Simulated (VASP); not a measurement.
A run of VASP 6.6.1:

File INCAR:

```
ALGO = Normal
EDIFF = 1E-6
ENCUT = 520
ISIF = 2
ISMEAR = 1
LASPH = True
LCHARG = False
LREAL = False
LWAVE = False
NBANDS = 25
NELM = 60
PREC = Accurate
SIGMA = 0.15
```

The input KPOINTS:

```
k-points
0
Gamma
  4 4 4
```

POSCAR

```
CO2
1.0
    3.4070930000      0.0262890000     -0.0410480000
    0.0262890000      3.4631090000      0.0090980000
   -0.0479150000      0.0106210000      4.0187950000
C O
2 4
Direct
   -0.0195841803      0.9867785724     -0.0051696100
    0.5278468410      0.4901624617      0.5049808609
    0.2043300356      0.2396074896      0.0096519953
    0.2869945867      0.7616752489      0.4595414378
    0.7412300930      0.7777670699      0.9966728554
    0.7668183828      0.2443902430      0.5439281920
```

Potentials or basis: VASP PAW LDA potentials, release 64 (C, O).

The run is started by

```sh
$ cat potpaw_LDA.64/C/POTCAR potpaw_LDA.64/O/POTCAR > POTCAR
$ mpirun -np 1 vasp_std > vasp.out
```

Hardware: 1 thread of Intel(R) Xeon(R) Platinum 8488C (Sapphire Rapids), with other jobs on the host.

**Question.** Estimate the wall time of this run.

**Answer.** Run time: 19 s on 1 thread of Intel(R) Xeon(R) Platinum 8488C (Sapphire Rapids), on a shared host, peak memory 0.15 GiB. Counts: scf iterations 14, k points 36.
